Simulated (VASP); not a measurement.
# Si (Im-3m) in VASP: notebook

Si is run at these levels: PBE; tasks: single point.

All numbers are computed with VASP 6.6.1; they aren't measurements. Logs are shortened: lines on timing, memory, paths and dates and some standing lists are left out, and cuts for length are marked.

## 1. The cell of the first run

It takes space group Im-3m (No. 229, cubic). Conventional cell: a = 6.846 Å, b = 6.846 Å, c = 6.846 Å, α = 90.00°, β = 90.00°, γ = 90.00°. Within 3.2 Å of Si (site symmetry -4m2) lie 4 Si at 2.42 Å.

## 2. Single point, PBE

The input, INCAR:

```
SYSTEM = Si
ALGO     = Normal         ! electronic algorithm
EDIFF    = 1E-7           ! SCF threshold, eV
ENCUT    = 520            ! plane-wave cutoff, eV
GGA      = PE             ! functional
ISIF     = 2              ! what is computed and relaxed
ISMEAR   = 1              ! smearing method
LASPH    = .True.         ! aspherical terms in the spheres
LCHARG   = .False.        ! write CHGCAR
LREAL    = .False.        ! projectors in reciprocal space
LWAVE    = .False.        ! write WAVECAR
NBANDS   = 21             ! bands
NELM     = 100            ! most SCF steps
PREC     = Accurate       ! precision mode
SIGMA    = 0.0548         ! smearing width, eV
```

The input, KPOINTS:

```
k-points
0
Gamma
  5 5 5
  0 0 0
```

The input, POSCAR:

```
Si
1.0
   -3.4227699337      3.4227699337      3.4227699337
    3.4227699337     -3.4227699337      3.4227699337
    3.4227699337      3.4227699337     -3.4227699337
Si
6
Direct
    0.7500000000      0.2500000000      0.5000000000
    0.7500000000      0.5000000000      0.2500000000
    0.5000000000      0.2500000000      0.7500000000
    0.2500000000      0.5000000000      0.7500000000
    0.2500000000      0.7500000000      0.5000000000
    0.5000000000      0.7500000000      0.2500000000
```

Potentials or basis: VASP PAW PBE potentials, release 64 (Si).

On the command line:

```console
$ cat potpaw_PBE.64/Si/POTCAR > POTCAR
$ mpirun -np 1 vasp_std > vasp.out
```

OUTCAR:

```text
SYSTEM = Si
   EDIFF = 1E-7
   ENCUT = 520
   GGA = PE
   ISIF = 2
   ISMEAR = 1
   LASPH = .True.
   LREAL = .False.
   NELM = 100
   PREC = Accurate

 ion  position               nearest neighbor table
   1  0.750  0.250  0.500-   2 2.42   3 2.42   4 2.42   6 2.42
   2  0.750  0.500  0.250-   1 2.42   6 2.42   3 2.42   5 2.42
   3  0.500  0.250  0.750-   1 2.42   2 2.42   4 2.42   5 2.42
   4  0.250  0.500  0.750-   3 2.42   5 2.42   6 2.42   1 2.42
   5  0.250  0.750  0.500-   4 2.42   6 2.42   3 2.42   2 2.42
   6  0.500  0.750  0.250-   2 2.42   5 2.42   4 2.42   1 2.42

  LATTYP: Found a body centered cubic cell.
 ALAT       =     6.8455398674

  Lattice vectors:

 A1 = (  -3.4227699337,   3.4227699337,   3.4227699337)
 A2 = (   3.4227699337,  -3.4227699337,   3.4227699337)
 A3 = (   3.4227699337,   3.4227699337,  -3.4227699337)

Analysis of symmetry for initial positions (statically):
=====================================================================
 Subroutine PRICEL returns:
 Original cell was already a primitive cell.

 Routine SETGRP: Setting up the symmetry group for a
 body centered cubic supercell.

 Subroutine GETGRP returns: Found 48 space group operations
 (whereof 48 operations were pure point group operations)
 out of a pool of 48 trial point group operations.

The static configuration has the point symmetry O_h .

Analysis of symmetry for dynamics (positions and initial velocities):
=====================================================================
 Subroutine PRICEL returns:
 Original cell was already a primitive cell.

 Routine SETGRP: Setting up the symmetry group for a
 body centered cubic supercell.

 Subroutine GETGRP returns: Found 48 space group operations
 (whereof 48 operations were pure point group operations)
 out of a pool of 48 trial point group operations.

The dynamic configuration has the point symmetry O_h .

 Subroutine INISYM returns: Found 48 space group operations
 (whereof 48 operations are pure point group operations),
 and found     1 'primitive' translations

----------------------------------------------------------------------------------------

                                     Primitive cell

[... 82 lines left out ...]
   NELM   =    100;   NELMIN=  2; NELMDL= -5     # of ELM steps
   EDIFF  = 0.1E-06   stopping-criterion for ELM
   LREAL  =      F    real-space projection
   EDIFFG = 0.1E-05   stopping-criterion for IOM
   NSW    =      0    number of steps for IOM
   IBRION =     -1    ionic relax: 0-MD 1-quasi-New 2-CG
   NFREE  =      0    steps in history (QN), initial steepest desc. (CG)
   ISIF   =      2    stress and relaxation
   ISYM   =      2    0-nonsym 1-usesym 2-fastsym
   POTIM  = 0.5000    time-step for ionic-motion
   TEBEG  =    0.0;   TEEND  =   0.0 temperature during run
   PSTRESS=    0.0 pullay stress
   NELECT =      24.0000    total number of electrons
   NUPDOWN=      -1.0000    fix difference up-down
   EMIN   =  10.00;   EMAX   =-10.00  energy-range for DOS
   EFERMI =   0.00;   METHOD = LEGACY
   ISMEAR =     1;   SIGMA  =   0.05  broadening in eV -4-tet -1-fermi 0-gaus
   EFERMI_NEDOS =   21; number of points for ismear=-14 and -15
   IALGO  =     38    algorithm
   IMIX   =      4    mixing-type and parameters
     AMIX     =   0.40;   BMIX     =  1.00
     AMIX_MAG =   1.60;   BMIX_MAG =  1.00
  volume/ion in A,a.u.               =      26.73       180.40
  Fermi-wavevector in a.u.,A,eV,Ry     =   0.869122  1.642403 10.277480  0.755374
  Thomas-Fermi vector in A             =   1.987899
   LORBIT       =      0    0 simple, 1 ext, 2 COOP (PROOUT), +10 PAW based schemes
   GGA     = PE    functional components
   LHFCALC =     F    Hartree Fock is set to
   AEXX    =    0.0000 exact exchange contribution
   IVDW    =     0    specifies the selected vdW correction
   LEPSILON=     F    determine dielectric tensor
   LRPA    =     F    only Hartree local field effects (RPA)
 non-spin polarized calculation
 Methfessel and Paxton  Order N= 1 SIGMA  =   0.05
  energy-cutoff  :      520.00
  volume of cell :      160.40
 maximum number of plane-waves:      4347
 NGX is ok and might be reduce to    48
   NGX = 23   NGY = 23   NGZ = 23

 number of electron      24.0000002 magnetization

 Free energy of the ion-electron system (eV)
  ---------------------------------------------------
  ext. energy  EPLUGINS =         0.00000000
  ---------------------------------------------------
  free energy    TOTEN  =       -31.13777907 eV

  energy without entropy =      -31.13808409  energy(sigma->0) =      -31.13788074

 E-fermi :   3.3056     XC(G=0):  -7.8719

 val. band max:        3.2594362488   @ k =  -0.4000   0.4000   0.4000
 cond. band min:       3.6757242751   @ k =  -0.4000   0.4000   0.4000
 fundamental gap:      0.4162880263
 Fermi energy:         3.3055713888

 k-point     1 :       0.0000    0.0000    0.0000
  band No.  band energies     occupation
      1      -7.9216      2.00000
      2      -3.5833      2.00000
      3      -3.5833      2.00000
      4      -3.5833      2.00000
      5      -3.5653      2.00000
      6      -3.5653      2.00000
[... 229 lines left out ...]
     20       7.6975      0.00000
     21       7.6975      0.00000

------------------------ aborting loop because EDIFF is reached ----------------------------------------

  FORCE on cell =-STRESS in cart. coord.  units (eV):
  Direction    XX          YY          ZZ          XY          YZ          ZX
  --------------------------------------------------------------------------------------
  -------------------------------------------------------------------------------------
  Total       -3.0346921     -3.0346921     -3.0346921      0.0000000      0.0000000      0.0000000
  in kB      -30.3132215    -30.3132215    -30.3132215      0.0000000      0.0000000      0.0000000
  external PRESSURE =     -30.3132215 kB  Pullay stress =       0.0000000 kB

 VOLUME and BASIS-vectors are now :
 -----------------------------------------------------------------------------
  energy-cutoff  :      520.00
  volume of cell :      160.40
      direct lattice vectors                 reciprocal lattice vectors
    -3.422769934  3.422769934  3.422769934     0.000000000  0.146080517  0.146080517
     3.422769934 -3.422769934  3.422769934     0.146080517  0.000000000  0.146080517
     3.422769934  3.422769934 -3.422769934     0.146080517  0.146080517  0.000000000

 POSITION                                       TOTAL-FORCE (eV/Angst)
 -----------------------------------------------------------------------------------
     -0.00000      3.42277      1.71138         0.000000      0.000000     -0.000000
     -0.00000      1.71138      3.42277         0.000000      0.000000     -0.000000
      1.71138      3.42277      0.00000        -0.000000      0.000000      0.000000
      3.42277      1.71138      0.00000        -0.000000      0.000000      0.000000
      3.42277     -0.00000      1.71138         0.000000     -0.000000     -0.000000
      1.71138     -0.00000      3.42277        -0.000000     -0.000000     -0.000000
 -----------------------------------------------------------------------------------
    total drift:                               -0.000000     -0.000000      0.000000

  FREE ENERGIE OF THE ION-ELECTRON SYSTEM (eV)
  ---------------------------------------------------
  free  energy   TOTEN  =       -31.1377790701 eV

  energy  without entropy=      -31.1380840863  energy(sigma->0) =      -31.13788074
```

It took 56 s on 1 thread of Intel Xeon 8259CL, shared host; peak memory 0.31 GiB.

Results:

```yaml
Free_energy: -31.1378 eV
Pressure: -3.0 GPa
Band_gap_on_the_k_mesh: 0.42 eV, direct
```

## 3. Single point, PBE

This run uses another cell than the first one, of 27.72 Å³/atom, 1.037 times its volume.

The input, INCAR:

```
PREC     = Accurate       # precision mode
ENCUT    = 520            # plane-wave cutoff, eV
EDIFF    = 1E-7           # SCF threshold, eV
ISMEAR   = 1              # smearing method
SIGMA    = 0.0592         # smearing width, eV
LREAL    = False          # projectors in reciprocal space
LASPH    = True           # aspherical terms in the spheres
NELM     = 100            # most SCF steps
ALGO     = Normal         # electronic algorithm
ISIF     = 2              # what is computed and relaxed
LWAVE    = False          # write WAVECAR
LCHARG   = False          # write CHGCAR
GGA      = PE             # functional
NBANDS   = 21             # bands
```

The input, KPOINTS:

```
Automatic mesh
0
Gamma
  5 5 5
```

POSCAR: that of step 2 with these lines changed.

```diff
@@ -2,5 +2,5 @@
 1.0
-   -3.4227699337      3.4227699337      3.4227699337
-    3.4227699337     -3.4227699337      3.4227699337
-    3.4227699337      3.4227699337     -3.4227699337
+   -3.4645151447      3.4645151447      3.4645151447
+    3.4645151447     -3.4645151447      3.4645151447
+    3.4645151447      3.4645151447     -3.4645151447
 Si
```

Potentials or basis: VASP PAW PBE potentials, release 64 (Si).

On the command line:

```console
$ cat potpaw_PBE.64/Si/POTCAR > POTCAR
$ mpirun -np 1 vasp_std > vasp.out
```

OUTCAR:

```text
PREC = Accurate
   ENCUT = 520
   EDIFF = 1E-7
   ISMEAR = 1
   LREAL = False
   LASPH = True
   NELM = 100
   ISIF = 2
   GGA = PE

 ion  position               nearest neighbor table
   1  0.750  0.250  0.500-   2 2.45   3 2.45   4 2.45   6 2.45
   2  0.750  0.500  0.250-   1 2.45   5 2.45   6 2.45   3 2.45
   3  0.500  0.250  0.750-   1 2.45   2 2.45   4 2.45   5 2.45
   4  0.250  0.500  0.750-   3 2.45   5 2.45   6 2.45   1 2.45
   5  0.250  0.750  0.500-   3 2.45   4 2.45   6 2.45   2 2.45
   6  0.500  0.750  0.250-   1 2.45   2 2.45   5 2.45   4 2.45

  LATTYP: Found a body centered cubic cell.
 ALAT       =     6.9290302894

  Lattice vectors:

 A1 = (  -3.4645151447,   3.4645151447,   3.4645151447)
 A2 = (   3.4645151447,  -3.4645151447,   3.4645151447)
 A3 = (   3.4645151447,   3.4645151447,  -3.4645151447)

Analysis of symmetry for initial positions (statically):
=====================================================================
 Subroutine PRICEL returns:
 Original cell was already a primitive cell.

 Routine SETGRP: Setting up the symmetry group for a
 body centered cubic supercell.

 Subroutine GETGRP returns: Found 48 space group operations
 (whereof 48 operations were pure point group operations)
 out of a pool of 48 trial point group operations.

The static configuration has the point symmetry O_h .

Analysis of symmetry for dynamics (positions and initial velocities):
=====================================================================
 Subroutine PRICEL returns:
 Original cell was already a primitive cell.

 Routine SETGRP: Setting up the symmetry group for a
 body centered cubic supercell.

 Subroutine GETGRP returns: Found 48 space group operations
 (whereof 48 operations were pure point group operations)
[... 114 lines left out ...]
     AMIX     =   0.40;   BMIX     =  1.00
     AMIX_MAG =   1.60;   BMIX_MAG =  1.00
  volume/ion in A,a.u.               =      27.72       187.08
  Fermi-wavevector in a.u.,A,eV,Ry     =   0.858650  1.622613 10.031298  0.737280
  Thomas-Fermi vector in A             =   1.975886
   LORBIT       =      0    0 simple, 1 ext, 2 COOP (PROOUT), +10 PAW based schemes
   GGA     = PE    functional components
   LHFCALC =     F    Hartree Fock is set to
   AEXX    =    0.0000 exact exchange contribution
   IVDW    =     0    specifies the selected vdW correction
   LEPSILON=     F    determine dielectric tensor
   LRPA    =     F    only Hartree local field effects (RPA)
 non-spin polarized calculation
 Methfessel and Paxton  Order N= 1 SIGMA  =   0.06
  energy-cutoff  :      520.00
  volume of cell :      166.34
 maximum number of plane-waves:      4499
 NGX is ok and might be reduce to    48
   NGX = 23   NGY = 23   NGZ = 23

 number of electron      23.9999998 magnetization

 Free energy of the ion-electron system (eV)
  ---------------------------------------------------
  ext. energy  EPLUGINS =         0.00000000
  ---------------------------------------------------
  free energy    TOTEN  =       -30.99123127 eV

  energy without entropy =      -30.99156077  energy(sigma->0) =      -30.99134110

 E-fermi :   3.0189     XC(G=0):  -7.7467

 val. band max:        2.9690210981   @ k =  -0.4000   0.4000   0.4000
 cond. band min:       3.4182389503   @ k =  -0.4000   0.4000   0.4000
 fundamental gap:      0.4492178521
 Fermi energy:         3.0188605186

 k-point     1 :       0.0000    0.0000    0.0000
  band No.  band energies     occupation
      1      -7.9891      2.00000
      2      -3.8021      2.00000
      3      -3.8021      2.00000
      4      -3.8021      2.00000
      5      -3.7189      2.00000
      6      -3.7189      2.00000
[... 229 lines left out ...]
     20       7.3530      0.00000
     21       7.3530      0.00000

------------------------ aborting loop because EDIFF is reached ----------------------------------------

  FORCE on cell =-STRESS in cart. coord.  units (eV):
  Direction    XX          YY          ZZ          XY          YZ          ZX
  --------------------------------------------------------------------------------------
  -------------------------------------------------------------------------------------
  Total       -5.0067676     -5.0067676     -5.0067676      0.0000000     -0.0000000      0.0000000
  in kB      -48.2259327    -48.2259327    -48.2259327      0.0000000     -0.0000000      0.0000000
  external PRESSURE =     -48.2259327 kB  Pullay stress =       0.0000000 kB

 VOLUME and BASIS-vectors are now :
 -----------------------------------------------------------------------------
  energy-cutoff  :      520.00
  volume of cell :      166.34
      direct lattice vectors                 reciprocal lattice vectors
    -3.464515145  3.464515145  3.464515145     0.000000000  0.144320339  0.144320339
     3.464515145 -3.464515145  3.464515145     0.144320339  0.000000000  0.144320339
     3.464515145  3.464515145 -3.464515145     0.144320339  0.144320339  0.000000000

 POSITION                                       TOTAL-FORCE (eV/Angst)
 -----------------------------------------------------------------------------------
      0.00000      3.46452      1.73226        -0.000000     -0.000000      0.000000
      0.00000      1.73226      3.46452         0.000000      0.000000     -0.000000
      1.73226      3.46452      0.00000        -0.000000     -0.000000      0.000000
      3.46452      1.73226      0.00000        -0.000000      0.000000      0.000000
      3.46452      0.00000      1.73226         0.000000     -0.000000      0.000000
      1.73226      0.00000      3.46452        -0.000000      0.000000     -0.000000
 -----------------------------------------------------------------------------------
    total drift:                               -0.000000     -0.000000      0.000000

  FREE ENERGIE OF THE ION-ELECTRON SYSTEM (eV)
  ---------------------------------------------------
  free  energy   TOTEN  =       -30.9912312664 eV

  energy  without entropy=      -30.9915607729  energy(sigma->0) =      -30.99134110
```

OSZICAR:

```text
N       E                     dE             d eps       ncg     rms          rms(c)
DAV:   1     0.577297978272E+02    0.57730E+02   -0.85575E+03   420   0.894E+02
DAV:   2    -0.269755950496E+02   -0.84705E+02   -0.81254E+02   531   0.133E+02
DAV:   3    -0.315615998734E+02   -0.45860E+01   -0.45520E+01   576   0.304E+01
DAV:   4    -0.316313648135E+02   -0.69765E-01   -0.69724E-01   569   0.458E+00
DAV:   5    -0.316333508234E+02   -0.19860E-02   -0.19859E-02   577   0.723E-01    0.726E+00
DAV:   6    -0.312045299362E+02    0.42882E+00   -0.24655E-01   500   0.183E+00    0.435E+00
DAV:   7    -0.309693131495E+02    0.23522E+00   -0.53073E-01   521   0.275E+00    0.373E-01
DAV:   8    -0.309881076737E+02   -0.18795E-01   -0.46362E-02   475   0.930E-01    0.167E-01
DAV:   9    -0.309897920064E+02   -0.16843E-02   -0.38520E-03   542   0.274E-01    0.152E-01
DAV:  10    -0.309912218446E+02   -0.14298E-02   -0.96859E-04   491   0.141E-01    0.337E-02
DAV:  11    -0.309912246526E+02   -0.28080E-05   -0.33440E-05   550   0.284E-02    0.756E-03
DAV:  12    -0.309912312155E+02   -0.65629E-05   -0.12648E-05   480   0.218E-02    0.290E-03
DAV:  13    -0.309912314294E+02   -0.21392E-06   -0.49047E-07   552   0.422E-03    0.942E-04
DAV:  14    -0.309912312470E+02    0.18244E-06   -0.10662E-07   445   0.229E-03    0.480E-04
DAV:  15    -0.309912312664E+02   -0.19391E-07   -0.18187E-09   340   0.236E-04
   1 F= -.30991231E+02 E0= -.30991341E+02  d E =0.329507E-03
```

stdout:

```text
POSCAR found type information on POSCAR Si
 POSCAR found :  1 types and       6 ions
 scaLAPACK will be used
 LDA part: xc-table for (Slater+PW92), standard interpolation
 POSCAR, INCAR and KPOINTS ok, starting setup
 FFT: planning ... GRIDC
 FFT: planning ... GRID_SOFT
 FFT: planning ... GRID
 WAVECAR not read
 entering main loop
```

Wall time 80 s (1 thread of Intel Xeon 8259CL, shared host); peak memory 0.31 GiB.

What came out:

```yaml
Free_energy: -30.9912 eV
Pressure: -4.8 GPa
Band_gap_on_the_k_mesh: 0.45 eV, direct
```

A k mesh can miss the band edges. As with any semilocal functional, this PBE gap is likely too small.
